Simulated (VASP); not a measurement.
# ZnS (F-43m) in VASP: further runs

Runs on ZnS. Level: r2SCAN. Tasks: single point.

Everything below comes from runs of VASP 6.6.1. Logs are shortened: lines on timing, memory, paths and dates and some standing lists are left out, and cuts for length are marked.

**What was measured.**

“Electronic, vibrational, and thermodynamic properties of ZnS (zincblende and rocksalt structure)”, 2009, arxiv:0911.5022 quotes, for a bulk crystal of ZnS at 19 K: band gap 3.85 eV (direct).

How close the calculation comes is told below.

**1. The cell of the first run**

It takes space group F-43m (No. 216, cubic). The conventional cell has a = 5.404 Å, b = 5.404 Å, c = 5.404 Å, α = 90.00°, β = 90.00°, γ = 90.00°. Within 3.1 Å of Zn (site symmetry -43m) lie 4 S at 2.34 Å. S (site symmetry -43m) has 4 Zn at 2.34 Å within 3.1 Å.

**2. Single point, r2SCAN**

File POSCAR:

```
ZnS
1.0
    0.0000000000      2.7020000000      2.7020000000
    2.7020000000      0.0000000000      2.7020000000
    2.7020000000      2.7020000000      0.0000000000
Zn S
1 1
Direct
    0.2500000000      0.2500000000      0.2500000000
    0.0000000000      0.0000000000      0.0000000000
```

File INCAR.step1:

```
SYSTEM = ZnS
ALGO     = Normal         ! electronic algorithm
EDIFF    = 1E-4           ! SCF threshold, eV
ENCUT    = 520            ! plane-wave cutoff, eV
GGA      = PE             ! functional
ISMEAR   = 0              ! smearing method
LASPH    = .TRUE.         ! aspherical terms in the spheres
LCHARG   = .FALSE.        ! write CHGCAR
LREAL    = .FALSE.        ! projectors in reciprocal space
LWAVE    = .TRUE.         ! write WAVECAR
NBANDS   = 16             ! bands
NELM     = 80             ! most SCF steps
PREC     = Accurate       ! precision mode
SIGMA    = 0.02           ! smearing width, eV
```

File INCAR.step2:

```
SYSTEM = ZnS
ALGO     = Normal         ! electronic algorithm
EDIFF    = 1E-6           ! SCF threshold, eV
ENCUT    = 520            ! plane-wave cutoff, eV
ISIF     = 2              ! what is computed and relaxed
ISMEAR   = 0              ! smearing method
ISTART   = 1            
LASPH    = .TRUE.         ! aspherical terms in the spheres
LCHARG   = .TRUE.         ! write CHGCAR
LELF     = .TRUE.         ! ELF
LMIXTAU  = .TRUE.       
LREAL    = .FALSE.        ! projectors in reciprocal space
LVHAR    = .TRUE.       
LWAVE    = .FALSE.        ! write WAVECAR
METAGGA  = R2SCAN         ! meta-GGA
NBANDS   = 16             ! bands
NELM     = 80             ! most SCF steps
PREC     = Accurate       ! precision mode
SIGMA    = 0.02           ! smearing width, eV
```

File KPOINTS:

```
k-points
0
G
  8 8 8
  0 0 0
```

Potentials or basis: VASP PAW PBE potentials, release 64 (Zn, S).

On the command line:

```console
cat potpaw_PBE.64/Zn/POTCAR potpaw_PBE.64/S/POTCAR > POTCAR
cp INCAR.step1 INCAR
mpirun -np 1 vasp_std > vasp.out
cp INCAR.step2 INCAR
mpirun -np 1 vasp_std > vasp.out
```

OUTCAR:

```text
SYSTEM = ZnS
   EDIFF = 1E-6
   ENCUT = 520
   ISIF = 2
   ISMEAR = 0
   ISTART = 1
   LASPH = .TRUE.
   LREAL = .FALSE.
   METAGGA = R2SCAN
   NELM = 80
   PREC = Accurate

 ion  position               nearest neighbor table
   1  0.250  0.250  0.250-   2 2.34   2 2.34   2 2.34   2 2.34
   2  0.000  0.000  0.000-   1 2.34   1 2.34   1 2.34   1 2.34

  LATTYP: Found a face centered cubic cell.
 ALAT       =     5.4040000000

  Lattice vectors:

 A1 = (   0.0000000000,   2.7020000000,   2.7020000000)
 A2 = (   2.7020000000,   0.0000000000,   2.7020000000)
 A3 = (   2.7020000000,   2.7020000000,   0.0000000000)

Analysis of symmetry for initial positions (statically):
=====================================================================
 Subroutine PRICEL returns:
 Original cell was already a primitive cell.

 Routine SETGRP: Setting up the symmetry group for a
 face centered cubic supercell.

 Subroutine GETGRP returns: Found 24 space group operations
 (whereof 24 operations were pure point group operations)
 out of a pool of 48 trial point group operations.

The static configuration has the point symmetry T_d .

Analysis of symmetry for dynamics (positions and initial velocities):
=====================================================================
 Subroutine PRICEL returns:
 Original cell was already a primitive cell.

 Routine SETGRP: Setting up the symmetry group for a
 face centered cubic supercell.

 Subroutine GETGRP returns: Found 24 space group operations
 (whereof 24 operations were pure point group operations)
 out of a pool of 48 trial point group operations.

The dynamic configuration has the point symmetry T_d .

 Subroutine INISYM returns: Found 24 space group operations
 (whereof 24 operations are pure point group operations),
 and found     1 'primitive' translations

----------------------------------------------------------------------------------------

                                     Primitive cell

  volume of cell :      39.4535

  direct lattice vectors                    reciprocal lattice vectors
     0.000000000  2.702000000  2.702000000    -0.185048113  0.185048113  0.185048113
     2.702000000  0.000000000  2.702000000     0.185048113 -0.185048113  0.185048113
     2.702000000  2.702000000  0.000000000     0.185048113  0.185048113 -0.185048113

  length of vectors
     3.821205046  3.821205046  3.821205046     0.320512733  0.320512733  0.320512733

  position of ions in fractional coordinates (direct lattice)
     0.250000000  0.250000000  0.250000000
     0.000000000  0.000000000  0.000000000

  ion indices of the primitive-cell ions
   primitive index   ion index
                 1           1
                 2           2

----------------------------------------------------------------------------------------

 KPOINTS: k-points

Automatic generation of k-mesh.
 Grid dimensions read from file:
 generate k-points for:    8    8    8

 Generating k-lattice:

  Cartesian coordinates                     Fractional coordinates (reciprocal lattice)
    -0.023131014  0.023131014  0.023131014     0.125000000  0.000000000  0.000000000
     0.023131014 -0.023131014  0.023131014     0.000000000  0.125000000  0.000000000
     0.023131014  0.023131014 -0.023131014     0.000000000  0.000000000  0.125000000

  Length of vectors
     0.040064092  0.040064092  0.040064092

  Shift w.r.t. Gamma in fractional coordinates (k-lattice)
     0.000000000  0.000000000  0.000000000

 Subroutine IBZKPT returns following result:
 ===========================================

 Found     29 irreducible k-points:

 Following reciprocal coordinates:
            Coordinates               Weight
  0.000000  0.000000  0.000000      1.000000
  0.125000  0.000000  0.000000      8.000000
  0.250000  0.000000  0.000000      8.000000
  0.375000  0.000000  0.000000      8.000000
  0.500000  0.000000  0.000000      4.000000
  0.125000  0.125000  0.000000      6.000000
[... 16 lines left out ...]
  0.500000  0.250000  0.125000     48.000000
 -0.375000  0.250000  0.125000     24.000000
 [... further k-points ...]
   k-points           NKPTS =     29   k-points in BZ     NKDIM =     29   number of bands    NBANDS=     16
   number of dos      NEDOS =    301   number of ions     NIONS =      2
   total plane-waves  NPLWV =  21952
   dimension x,y,z NGX =    28 NGY =   28 NGZ =   28
   dimension x,y,z NGXF=    56 NGYF=   56 NGZF=   56
   ions per type =               1   1
   NGX,Y,Z   is equivalent  to a cutoff of  12.18, 12.18, 12.18 a.u.
   NGXF,Y,Z  is equivalent  to a cutoff of  24.36, 24.36, 24.36 a.u.
 SYSTEM =  ZnS
   PREC   = accura    normal or accurate (medium, high low for compatibility)
   ISTART =      1    job   : 0-new  1-cont  2-samecut
   ICHARG =      0    charge: 1-file 2-atom 10-const
   ISPIN  =      1    spin polarized calculation?
   LNONCOLLINEAR =      F non collinear calculations
   LSORBIT =      F    spin-orbit coupling
   LASPH  =      T    aspherical Exc in radial PAW
   ENCUT  =  520.0 eV  38.22 Ry    6.18 a.u.   7.10  7.10  7.10*2*pi/ulx,y,z
   NELM   =     80;   NELMIN=  2; NELMDL=  0     # of ELM steps
   EDIFF  = 0.1E-05   stopping-criterion for ELM
   LREAL  =      F    real-space projection
   EDIFFG = 0.1E-04   stopping-criterion for IOM
   NSW    =      0    number of steps for IOM
   IBRION =     -1    ionic relax: 0-MD 1-quasi-New 2-CG
   NFREE  =      0    steps in history (QN), initial steepest desc. (CG)
   ISIF   =      2    stress and relaxation
   ISYM   =      2    0-nonsym 1-usesym 2-fastsym
   POTIM  = 0.5000    time-step for ionic-motion
   TEBEG  =    0.0;   TEEND  =   0.0 temperature during run
   PSTRESS=    0.0 pullay stress
   NELECT =      18.0000    total number of electrons
   NUPDOWN=      -1.0000    fix difference up-down
   EMIN   =  10.00;   EMAX   =-10.00  energy-range for DOS
   EFERMI =   0.00;   METHOD = LEGACY
   ISMEAR =     0;   SIGMA  =   0.02  broadening in eV -4-tet -1-fermi 0-gaus
   EFERMI_NEDOS =   21; number of points for ismear=-14 and -15
   IALGO  =     38    algorithm
   IMIX   =      4    mixing-type and parameters
     AMIX     =   0.40;   BMIX     =  1.00
     AMIX_MAG =   1.60;   BMIX_MAG =  1.00
  volume/ion in A,a.u.               =      19.73       133.12
  Fermi-wavevector in a.u.,A,eV,Ry     =   1.260290  2.381602 21.610537  1.588330
  Thomas-Fermi vector in A             =   2.393807
   LORBIT       =      0    0 simple, 1 ext, 2 COOP (PROOUT), +10 PAW based schemes
   METAGGA = R2SCAN    functional components
   LHFCALC =     F    Hartree Fock is set to
   AEXX    =    0.0000 exact exchange contribution
   IVDW    =     0    specifies the selected vdW correction
   LEPSILON=     F    determine dielectric tensor
   LRPA    =     F    only Hartree local field effects (RPA)
 non-spin polarized calculation
 Gauss-broadening in eV      SIGMA  =   0.02
  energy-cutoff  :      520.00
  volume of cell :       39.45
 maximum number of plane-waves:      1072
   NGX = 15   NGY = 15   NGZ = 15

 number of electron      18.0000000 magnetization

 Free energy of the ion-electron system (eV)
  ---------------------------------------------------
  ext. energy  EPLUGINS =         0.00000000
  ---------------------------------------------------
  free energy    TOTEN  =       -18.86556845 eV

  energy without entropy =      -18.86556845  energy(sigma->0) =      -18.86556845

 E-fermi :   2.0078     XC(G=0): -10.2841

 val. band max:        1.8306723866   @ k =   0.0000   0.0000   0.0000
 cond. band min:       4.5050841330   @ k =   0.0000   0.0000   0.0000
 fundamental gap:      2.6744117464
 Fermi energy:         2.0078299200

 k-point     1 :       0.0000    0.0000    0.0000
  band No.  band energies     occupation
      1     -11.8443      2.00000
      2      -4.6685      2.00000
      3      -4.6685      2.00000
      4      -4.6685      2.00000
      5      -4.1225      2.00000
      6      -4.1225      2.00000
[... 8 lines left out ...]
     15      14.1351      0.00000
     16      14.3686      0.00000

 k-point     2 :       0.1250    0.0000    0.0000
  band No.  band energies     occupation
      1     -11.7249      2.00000
      2      -4.6647      2.00000
      3      -4.6463      2.00000
      4      -4.6463      2.00000
      5      -4.1241      2.00000
      6      -4.1241      2.00000
[... 8 lines left out ...]
     15      13.5243      0.00000
     16      15.1721      0.00000

 k-point     3 :       0.2500    0.0000    0.0000
  band No.  band energies     occupation
      1     -11.4135      2.00000
      2      -4.6095      2.00000
      3      -4.5971      2.00000
      4      -4.5971      2.00000
      5      -4.1209      2.00000
      6      -4.1209      2.00000
[... 8 lines left out ...]
     15      13.3336      0.00000
     16      14.6202      0.00000

 k-point     4 :       0.3750    0.0000    0.0000
  band No.  band energies     occupation
      1     -11.0608      2.00000
      2      -4.5568      2.00000
      3      -4.5568      2.00000
      4      -4.3778      2.00000
      5      -4.1047      2.00000
      6      -4.1046      2.00000
[... 8 lines left out ...]
     15      14.5159      0.00000
     16      14.5159      0.00000
[... 324 lines left out ...]
 k-point    22 :       0.3750    0.2500    0.1250
  band No.  band energies     occupation
      1     -11.1695      2.00000
      2      -4.6326      2.00000
      3      -4.5268      2.00000
      4      -4.4990      2.00000
      5      -4.1455      2.00000
      6      -4.0842      2.00000
[... 8 lines left out ...]
     15      15.2634      0.00000
     16      17.6244      0.00000

 k-point    23 :       0.5000    0.2500    0.1250
  band No.  band energies     occupation
      1     -10.8749      2.00000
      2      -4.5442      2.00000
      3      -4.4917      2.00000
      4      -4.3340      2.00000
      5      -4.1049      2.00000
      6      -4.0537      2.00000
[... 8 lines left out ...]
     15      16.3456      0.00000
     16      16.8708      0.00000

 k-point    24 :      -0.3750    0.2500    0.1250
  band No.  band energies     occupation
      1     -10.7432      2.00000
      2      -4.5273      2.00000
      3      -4.4698      2.00000
      4      -4.1804      2.00000
      5      -4.1112      2.00000
      6      -3.8576      2.00000
[... 8 lines left out ...]
     15      15.9802      0.00000
     16      16.8396      0.00000

 [... further k-points ...]

------------------------ aborting loop because EDIFF is reached ----------------------------------------

  FORCE on cell =-STRESS in cart. coord.  units (eV):
  Direction    XX          YY          ZZ          XY          YZ          ZX
  --------------------------------------------------------------------------------------
  -------------------------------------------------------------------------------------
  Total       -0.1540586     -0.1540586     -0.1540586      0.0000000      0.0000000      0.0000000
  in kB       -6.2561990     -6.2561990     -6.2561990      0.0000000      0.0000000      0.0000000
  external PRESSURE =      -6.2561990 kB  Pullay stress =       0.0000000 kB

 VOLUME and BASIS-vectors are now :
 -----------------------------------------------------------------------------
  energy-cutoff  :      520.00
  volume of cell :       39.45
      direct lattice vectors                 reciprocal lattice vectors
     0.000000000  2.702000000  2.702000000    -0.185048113  0.185048113  0.185048113
     2.702000000  0.000000000  2.702000000     0.185048113 -0.185048113  0.185048113
     2.702000000  2.702000000  0.000000000     0.185048113  0.185048113 -0.185048113

 POSITION                                       TOTAL-FORCE (eV/Angst)
 -----------------------------------------------------------------------------------
      1.35100      1.35100      1.35100        -0.000000     -0.000000     -0.000000
      0.00000      0.00000      0.00000         0.000000      0.000000      0.000000
 -----------------------------------------------------------------------------------
    total drift:                               -0.000011     -0.000011     -0.000011

  FREE ENERGIE OF THE ION-ELECTRON SYSTEM (eV)
  ---------------------------------------------------
  free  energy   TOTEN  =       -18.8655684452 eV

  energy  without entropy=      -18.8655684452  energy(sigma->0) =      -18.86556845
```

Wall time 32 s (1 thread of Intel Xeon 6975P-C (Granite Rapids), shared host); peak memory 0.16 GiB.

Results:

```yaml
Free_energy: -18.8656 eV
Pressure: -0.6 GPa
Band_gap_on_the_k_mesh: 2.67 eV, direct
```

Levels at points of the mesh, in eV from the valence-band top:
| k point | band 7 | band 8 | band 9 | band 10 | band 11 | band 12 |
| --- | --- | --- | --- | --- | --- | --- |
| (0.00, 0.00, 0.00) | 0.00 | 0.00 | 0.00 | 2.67 | 6.90 | 6.90 |
| (0.50, 0.00, 0.00) | -5.39 | -0.89 | -0.89 | 3.82 | 7.39 | 7.39 |
| (0.50, 0.50, 0.00) | -4.61 | -2.28 | -2.28 | 3.73 | 4.48 | 11.76 |

Caveat: the PAW data sets were made with another functional, which shifts forces and pressure a little.

**3. Single point, r2SCAN (volume scaled by 1.03)**

File POSCAR:

```
ZnS
1.0
    0.0000000000      2.7212116857      2.7212116857
    2.7212116857      0.0000000000      2.7212116857
    2.7212116857      2.7212116857      0.0000000000
Zn S
1 1
Direct
    0.2500000000      0.2500000000      0.2500000000
    0.0000000000      0.0000000000      0.0000000000
```

File INCAR.step1:

```
PREC     = Accurate       # precision mode
ENCUT    = 520            # plane-wave cutoff, eV
ISMEAR   = 0              # smearing method
SIGMA    = 0.02           # smearing width, eV
LREAL    = False          # projectors in reciprocal space
LASPH    = True           # aspherical terms in the spheres
NELM     = 60             # most SCF steps
NBANDS   = 16             # bands
GGA      = PE             # functional
ALGO     = Normal         # electronic algorithm
EDIFF    = 1E-4           # SCF threshold, eV
LWAVE    = True           # write WAVECAR
LCHARG   = False          # write CHGCAR
```

File INCAR.step2:

```
PREC     = Accurate       # precision mode
ENCUT    = 520            # plane-wave cutoff, eV
EDIFF    = 1E-7           # SCF threshold, eV
ISMEAR   = 0              # smearing method
SIGMA    = 0.02           # smearing width, eV
LREAL    = False          # projectors in reciprocal space
LASPH    = True           # aspherical terms in the spheres
NELM     = 60             # most SCF steps
ALGO     = Normal         # electronic algorithm
ISIF     = 2              # what is computed and relaxed
LWAVE    = False          # write WAVECAR
LCHARG   = False          # write CHGCAR
METAGGA  = R2SCAN         # meta-GGA
LMIXTAU  = True         
NBANDS   = 16             # bands
ISTART   = 1
```

File KPOINTS:

```
Automatic mesh
0
Gamma
  8 8 8
```

Potentials or basis: VASP PAW PBE potentials, release 64 (Zn, S).

On the command line:

```console
cat potpaw_PBE.64/Zn/POTCAR potpaw_PBE.64/S/POTCAR > POTCAR
cp INCAR.step1 INCAR
mpirun -np 1 vasp_std > vasp.out
cp INCAR.step2 INCAR
mpirun -np 1 vasp_std > vasp.out
```

Run time: 52 s. Hardware: 1 thread of Intel Xeon 6975P-C (Granite Rapids), shared host; peak memory 0.17 GiB.

Results (log left out):

* Free energy: -18.8584 eV
* Pressure: -2.1 GPa
* Band gap on the k mesh: 2.58 eV, direct

Levels at points of the mesh, in eV from the valence-band top:
| k point | band 7 | band 8 | band 9 | band 10 | band 11 | band 12 |
| --- | --- | --- | --- | --- | --- | --- |
| (0.00, 0.00, 0.00) | 0.00 | 0.00 | 0.00 | 2.58 | 6.92 | 6.92 |
| (0.50, 0.00, 0.00) | -5.25 | -0.86 | -0.86 | 3.77 | 7.41 | 7.41 |
| (0.50, 0.50, 0.00) | -4.53 | -2.20 | -2.20 | 3.77 | 4.48 | 11.60 |

Caveat: the PAW data sets were made with another functional, which shifts forces and pressure a little.

**4. Against experiment**

Step 2. Measured gap of ZnS: 3.85 eV (direct; 19 K; quoted in “Electronic, vibrational, and thermodynamic properties of ZnS (zincblende and rocksalt structure)”, 2009, arxiv:0911.5022). This calculation gives 2.67 eV (-1.18 eV). The value is that of r2SCAN, without temperature or zero-point motion.
